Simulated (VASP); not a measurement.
# KC2 (P-3m1) in VASP: single point with PBE+D3(BJ)

Aim: the single point of KC2 with PBE+D3(BJ).

Everything below comes from runs of VASP 6.6.1. Logs are shortened: lines on timing, memory, paths and dates and some standing lists are left out, and cuts for length are marked.

## Step 1: The cell of the first run

Symmetry: P-3m1, No. 164, trigonal system. Conventional cell: a = 4.160 Å, b = 4.160 Å, c = 5.663 Å, α = 90.00°, β = 90.00°, γ = 120.00°. Within 3.9 Å of K (site symmetry -3m) lie 6 C at 2.95 Å. C (site symmetry 3m) has 3 K at 2.95 Å and 3 C at 3.28 Å within 3.9 Å.

## Step 2: Single point, PBE+D3(BJ)

INCAR

```
SYSTEM = KC2
ALGO = Normal
EDIFF = 1E-6
ENCUT = 520
GGA = PE
ISIF = 2
ISMEAR = 0
IVDW = 12
LASPH = .True.
LCHARG = .False.
LREAL = .False.
LWAVE = .False.
NBANDS = 16
NELM = 100
PREC = Accurate
SIGMA = 0.1
```

KPOINTS

```
k-points
0
Gamma
  6 6 4
  0 0 0
```

POSCAR

```
KC2
1.0
    4.1595000000      0.0000000000      0.0000000000
   -2.0797500000      3.6022326700      0.0000000000
    0.0000000000      0.0000000000      5.6626425100
K C
1 2
Direct
    0.0000000000      0.0000000000      0.0000000000
    0.3333333300      0.6666666700      0.6974403300
    0.6666666700      0.3333333300      0.3025596700
```

Potentials or basis: VASP PAW PBE potentials, release 64 (K_sv, C).

Command:

```
cat potpaw_PBE.64/K_sv/POTCAR potpaw_PBE.64/C/POTCAR > POTCAR
mpirun -np 1 vasp_std > vasp.out
```

OUTCAR:

```text
SYSTEM = KC2
   EDIFF = 1E-6
   ENCUT = 520
   GGA = PE
   ISIF = 2
   ISMEAR = 0
   IVDW = 12
   LASPH = .True.
   LREAL = .False.
   NELM = 100
   PREC = Accurate
 IVDW          = 12

 ion  position               nearest neighbor table
   1  0.000  0.000  0.000-
   2  0.333  0.667  0.697-
   3  0.667  0.333  0.303-

  LATTYP: Found a hexagonal cell.
 ALAT       =     4.1595000000
 C/A-ratio  =     1.3613757687

  Lattice vectors:

 A1 = (   4.1595000000,   0.0000000000,   0.0000000000)
 A2 = (  -2.0797500000,   3.6022326700,   0.0000000000)
 A3 = (   0.0000000000,   0.0000000000,   5.6626425100)

Analysis of symmetry for initial positions (statically):
=====================================================================
 Subroutine PRICEL returns:
 Original cell was already a primitive cell.

 Routine SETGRP: Setting up the symmetry group for a
 hexagonal supercell.

 Subroutine GETGRP returns: Found 12 space group operations
 (whereof 12 operations were pure point group operations)
 out of a pool of 24 trial point group operations.

The static configuration has the point symmetry D_3d.

Analysis of symmetry for dynamics (positions and initial velocities):
=====================================================================
 Subroutine PRICEL returns:
 Original cell was already a primitive cell.

 Routine SETGRP: Setting up the symmetry group for a
 hexagonal supercell.

 Subroutine GETGRP returns: Found 12 space group operations
 (whereof 12 operations were pure point group operations)
 out of a pool of 24 trial point group operations.

The dynamic configuration has the point symmetry D_3d.

 Subroutine INISYM returns: Found 12 space group operations
 (whereof 12 operations are pure point group operations),
 and found     1 'primitive' translations

----------------------------------------------------------------------------------------

                                     Primitive cell

  volume of cell :      84.8461

  direct lattice vectors                    reciprocal lattice vectors
     4.159500000  0.000000000  0.000000000     0.240413511  0.138802805  0.000000000
    -2.079750000  3.602232670  0.000000000     0.000000000  0.277605611  0.000000000
     0.000000000  0.000000000  5.662642510     0.000000000  0.000000000  0.176595997

  length of vectors
     4.159500000  4.159500003  5.662642510     0.277605611  0.277605611  0.176595997

  position of ions in fractional coordinates (direct lattice)
     0.000000000  0.000000000  0.000000000
     0.333333330  0.666666670  0.697440330
     0.666666670  0.333333330  0.302559670

  ion indices of the primitive-cell ions
   primitive index   ion index
                 1           1
                 2           2
                 3           3

----------------------------------------------------------------------------------------

 KPOINTS: k-points

Automatic generation of k-mesh.
 Grid dimensions read from file:
 generate k-points for:    6    6    4

 Generating k-lattice:

  Cartesian coordinates                     Fractional coordinates (reciprocal lattice)
     0.040068919  0.023133801  0.000000000     0.166666667  0.000000000  0.000000000
     0.000000000  0.046267602  0.000000000     0.000000000  0.166666667  0.000000000
     0.000000000  0.000000000  0.044148999     0.000000000  0.000000000  0.250000000

  Length of vectors
     0.046267602  0.046267602  0.044148999

  Shift w.r.t. Gamma in fractional coordinates (k-lattice)
     0.000000000  0.000000000  0.000000000

 Subroutine IBZKPT returns following result:
 ===========================================

 Found     24 irreducible k-points:

 Following reciprocal coordinates:
            Coordinates               Weight
  0.000000  0.000000  0.000000      1.000000
  0.166667 -0.000000  0.000000      6.000000
  0.333333  0.000000  0.000000      6.000000
  0.500000 -0.000000  0.000000      3.000000
  0.166667  0.166667  0.000000      6.000000
  0.333333  0.166667  0.000000     12.000000
[... 16 lines left out ...]
  0.333333  0.166667  0.500000     12.000000
  0.333333  0.333333  0.500000      2.000000
   k-points           NKPTS =     24   k-points in BZ     NKDIM =     24   number of bands    NBANDS=     16
   number of dos      NEDOS =    301   number of ions     NIONS =      3
   total plane-waves  NPLWV =  43008
   dimension x,y,z NGX =    32 NGY =   32 NGZ =   42
   dimension x,y,z NGXF=    64 NGYF=   64 NGZF=   84
   ions per type =               1   2
   NGX,Y,Z   is equivalent  to a cutoff of  12.79, 12.79, 12.33 a.u.
   NGXF,Y,Z  is equivalent  to a cutoff of  25.58, 25.58, 24.66 a.u.
 SYSTEM =  KC2
   PREC   = accura    normal or accurate (medium, high low for compatibility)
   ISTART =      0    job   : 0-new  1-cont  2-samecut
   ICHARG =      2    charge: 1-file 2-atom 10-const
   ISPIN  =      1    spin polarized calculation?
   LNONCOLLINEAR =      F non collinear calculations
   LSORBIT =      F    spin-orbit coupling
   LASPH  =      T    aspherical Exc in radial PAW
   ENCUT  =  520.0 eV  38.22 Ry    6.18 a.u.   7.73  7.73 10.53*2*pi/ulx,y,z
   NELM   =    100;   NELMIN=  2; NELMDL= -5     # of ELM steps
   EDIFF  = 0.1E-05   stopping-criterion for ELM
   LREAL  =      F    real-space projection
   EDIFFG = 0.1E-04   stopping-criterion for IOM
   NSW    =      0    number of steps for IOM
   IBRION =     -1    ionic relax: 0-MD 1-quasi-New 2-CG
   NFREE  =      0    steps in history (QN), initial steepest desc. (CG)
   ISIF   =      2    stress and relaxation
   ISYM   =      2    0-nonsym 1-usesym 2-fastsym
   POTIM  = 0.5000    time-step for ionic-motion
   TEBEG  =    0.0;   TEEND  =   0.0 temperature during run
   PSTRESS=    0.0 pullay stress
   NELECT =      17.0000    total number of electrons
   NUPDOWN=      -1.0000    fix difference up-down
   EMIN   =  10.00;   EMAX   =-10.00  energy-range for DOS
   EFERMI =   0.00;   METHOD = LEGACY
   ISMEAR =     0;   SIGMA  =   0.10  broadening in eV -4-tet -1-fermi 0-gaus
   EFERMI_NEDOS =   21; number of points for ismear=-14 and -15
   IALGO  =     38    algorithm
   IMIX   =      4    mixing-type and parameters
     AMIX     =   0.40;   BMIX     =  1.00
     AMIX_MAG =   1.60;   BMIX_MAG =  1.00
  volume/ion in A,a.u.               =      28.28       190.86
  Fermi-wavevector in a.u.,A,eV,Ry     =   0.957959  1.810281 12.485880  0.917686
  Thomas-Fermi vector in A             =   2.087024
   LORBIT       =      0    0 simple, 1 ext, 2 COOP (PROOUT), +10 PAW based schemes
   GGA     = PE    functional components
   LHFCALC =     F    Hartree Fock is set to
   AEXX    =    0.0000 exact exchange contribution
   IVDW    =    12    specifies the selected vdW correction
   LEPSILON=     F    determine dielectric tensor
   LRPA    =     F    only Hartree local field effects (RPA)
 non-spin polarized calculation
 Gauss-broadening in eV      SIGMA  =   0.10
  energy-cutoff  :      520.00
  volume of cell :       84.85
 maximum number of plane-waves:      2295
 NGX is ok and might be reduce to    32
   NGX = 15   NGY = 15   NGZ = 21

 number of electron      17.0000000 magnetization

 Free energy of the ion-electron system (eV)
  ---------------------------------------------------
  ext. energy  EPLUGINS =         0.00000000
  ---------------------------------------------------
  free energy    TOTEN  =        -6.75229196 eV

  energy without entropy =       -6.72993175  energy(sigma->0) =       -6.74111186

 E-fermi :  -1.2955     XC(G=0):  -7.3060

 val. band max:       -1.3073140145   @ k =   0.1667  -0.0000   0.0000
 cond. band min:      -1.2803446579   @ k =   0.0000   0.0000   0.5000
 fundamental gap:      0.0269693566
 Fermi energy:        -1.2954538558

 k-point     1 :       0.0000    0.0000    0.0000
  band No.  band energies     occupation
      1     -30.7597      2.00000
      2     -14.3069      2.00000
      3     -14.2188      2.00000
      4     -14.2188      2.00000
      5     -10.2118      2.00000
      6      -9.0417      2.00000
[... 8 lines left out ...]
     15       6.3584      0.00000
     16       6.4083      0.00000

 k-point     2 :       0.1667   -0.0000    0.0000
  band No.  band energies     occupation
      1     -30.7558      2.00000
      2     -14.2930      2.00000
      3     -14.2821      2.00000
      4     -14.2308      2.00000
      5     -10.0677      2.00000
      6      -9.1004      2.00000
[... 8 lines left out ...]
     15       5.8829      0.00000
     16       6.6939      0.00000

 k-point     3 :       0.3333    0.0000    0.0000
  band No.  band energies     occupation
      1     -30.7480      2.00000
      2     -14.4224      2.00000
      3     -14.2547      2.00000
      4     -14.2424      2.00000
      5      -9.7468      2.00000
      6      -9.2436      2.00000
[... 8 lines left out ...]
     15       6.3055      0.00000
     16       7.4668      0.00000

 k-point     4 :       0.5000   -0.0000    0.0000
  band No.  band energies     occupation
      1     -30.7441      2.00000
      2     -14.4851      2.00000
      3     -14.2666      2.00000
      4     -14.2205      2.00000
      5      -9.4871      2.00000
      6      -9.4092      2.00000
[... 8 lines left out ...]
     15       6.5767      0.00000
     16       7.9229      0.00000
[... 324 lines left out ...]
 k-point    22 :       0.1667    0.1667    0.5000
  band No.  band energies     occupation
      1     -30.7499      2.00000
      2     -14.3715      2.00000
      3     -14.2757      2.00000
      4     -14.2526      2.00000
      5      -9.7323      2.00000
      6      -9.2984      2.00000
[... 8 lines left out ...]
     15       6.6437      0.00000
     16       6.7431      0.00000

 k-point    23 :       0.3333    0.1667    0.5000
  band No.  band energies     occupation
      1     -30.7440      2.00000
      2     -14.4442      2.00000
      3     -14.3037      2.00000
      4     -14.2276      2.00000
      5      -9.6114      2.00000
      6      -9.2756      2.00000
[... 8 lines left out ...]
     15       7.2818      0.00000
     16       7.3444      0.00000

 k-point    24 :       0.3333    0.3333    0.5000
  band No.  band energies     occupation
      1     -30.7421      2.00000
      2     -14.3928      2.00000
      3     -14.3928      2.00000
      4     -14.2168      2.00000
      5      -9.4232      2.00000
      6      -9.4232      2.00000
[... 8 lines left out ...]
     15       7.3067      0.00000
     16       7.6626      0.00000

------------------------ aborting loop because EDIFF is reached ----------------------------------------

 Edisp (eV)   -0.32424

 E8    (eV) :    -0.1361

  FORCE on cell =-STRESS in cart. coord.  units (eV):
  Direction    XX          YY          ZZ          XY          YZ          ZX
  --------------------------------------------------------------------------------------
  -------------------------------------------------------------------------------------
  Total      -2.03962    -2.03962    -5.39466     0.00000     0.00000     0.00000
  in kB     -38.51480   -38.51480  -101.86922     0.00000     0.00000     0.00000
  external pressure =      -59.63 kB  Pullay stress =        0.00 kB

 VOLUME and BASIS-vectors are now :
 -----------------------------------------------------------------------------
  energy-cutoff  :      520.00
  volume of cell :       84.85
      direct lattice vectors                 reciprocal lattice vectors
     4.159500000  0.000000000  0.000000000     0.240413511  0.138802805  0.000000000
    -2.079750000  3.602232670  0.000000000     0.000000000  0.277605611  0.000000000
     0.000000000  0.000000000  5.662642510     0.000000000  0.000000000  0.176595997

 POSITION                                       TOTAL-FORCE (eV/Angst)
 -----------------------------------------------------------------------------------
      0.00000      0.00000      0.00000         0.000000      0.000000      0.000000
     -0.00000      2.40149      3.94936        -0.000000     -0.000000     -1.913777
      2.07975      1.20074      1.71329         0.000000      0.000000      1.913777
 -----------------------------------------------------------------------------------
    total drift:                                0.000000      0.000000      0.000000

  FREE ENERGIE OF THE ION-ELECTRON SYSTEM (eV)
  ---------------------------------------------------
  free  energy   TOTEN  =        -7.0765321022 eV

  energy  without entropy=       -7.0541718926  energy(sigma->0) =       -7.06535200
```

Wall time 22 s (1 thread of Intel Xeon 6975P-C (Granite Rapids), shared host); peak memory 0.21 GiB.

Results:

```yaml
Free_energy: -7.0765 eV
Pressure: -6.0 GPa
Largest_force: 1.914 eV/Å
Band_gap_on_the_k_mesh: zero (an odd number of electrons rules out a gap without spin polarisation)
Dispersion_energy_per_atom: -0.108 eV
```

Forces in eV/Å, atoms in the order of the input:
```
K    0.000  0.000  0.000
C    0.000  0.000 -1.914
C    0.000  0.000  1.914
```

Stress tensor (GPa, compression positive):
```
 -3.85   0.00   0.00
  0.00  -3.85   0.00
  0.00   0.00 -10.19
```

Levels at points of the mesh, in eV from the Fermi level:
```
           k point  band 4  band 5  band 6  band 7  band 8  band 9  band 10  band 11  band 12  band 13
(0.00, 0.00, 0.00)  -12.92   -8.92   -7.75   -1.02    0.16    0.16     0.91     0.91     1.16     5.14
(0.50, 0.00, 0.00)  -12.93   -8.19   -8.11   -1.02   -0.35    0.04     0.45     0.48     0.67     5.54
(0.00, 0.00, 0.50)  -12.92   -8.55   -8.16   -0.16    0.02    0.47     0.47     0.55     0.55     6.39
(0.50, 0.00, 0.50)  -12.93   -8.36   -7.93   -1.00   -0.93   -0.08     0.67     0.80     0.92     6.18
```

Caveat: the stress differs along the axes, from -10 to -4 GPa; an odd number of electrons without spin polarisation forces a metal; a magnetic or distorted state may lie lower.

The gap in the log of VASP goes by the Fermi energy; the results here count the filled bands.